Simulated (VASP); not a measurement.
The system is As.

```
CELL_PARAMETERS angstrom
5.21034 0.00000 0.00000
0.00000 5.21034 0.00000
0.00000 0.00000 3.17236
ATOMIC_POSITIONS crystal
As 0.79741 0.79741 0.00000
As 0.20259 0.20259 0.00000
As 0.70259 0.29741 0.50000
As 0.29741 0.70259 0.50000
```

* Program: VASP 6.6.1
* Task: relaxation of cell and atoms
* Functional: PBE
* Potentials or basis: VASP PAW PBE potentials, release 64 (As_d)
* Cutoff: 510 eV
* k mesh: 4 × 4 × 6
* Occupations: gaussian, width 0.1 eV
* Spin: no spin polarisation

At the start: pressure -6.8 GPa; volume 21.53 Å³/atom.

Problem. Where does the relaxation end?

Solution. Over 12 steps the energy falls by 59.3 meV/atom and the volume is 19.39 Å³/atom (-9.9 %); space group P4_2/mnm (No. 136, to 0.1 Å) before and after.

The path:
```tsv
step	energy change (eV)	largest force (eV/Å)	pressure (GPa)	volume (Å³)
1	0.0000	0.0895	-6.83	86.12
2	-0.1921	0.1247	2.80	75.18
3	-0.2096	0.1171	0.24	77.39
4	-0.2198	0.1016	0.27	77.33
5	-0.2222	0.0862	0.27	77.30
6	-0.2304	0.0506	0.28	77.23
7	-0.2305	0.0276	0.59	77.06
8	-0.2363	0.0357	0.34	77.16
9	-0.2365	0.0333	0.40	77.14
10	-0.2366	0.0339	0.41	77.14
11	-0.2367	0.0300	-0.48	77.90
12	-0.2371	0.0317	-0.06	77.56
```

Final structure:
```yaml
crystal:
  lattice:
    - [5.13975, 0.00000, 0.00000]
    - [0.00000, 5.13975, 0.00000]
    - [0.00000, 0.00000, 2.93590]
  atoms:
    - { symbol: As, position: [0.79425, 0.79425, 0.00000] }
    - { symbol: As, position: [0.20575, 0.20575, 0.00000] }
    - { symbol: As, position: [0.70575, 0.29425, 0.50000] }
    - { symbol: As, position: [0.29425, 0.70575, 0.50000] }
```
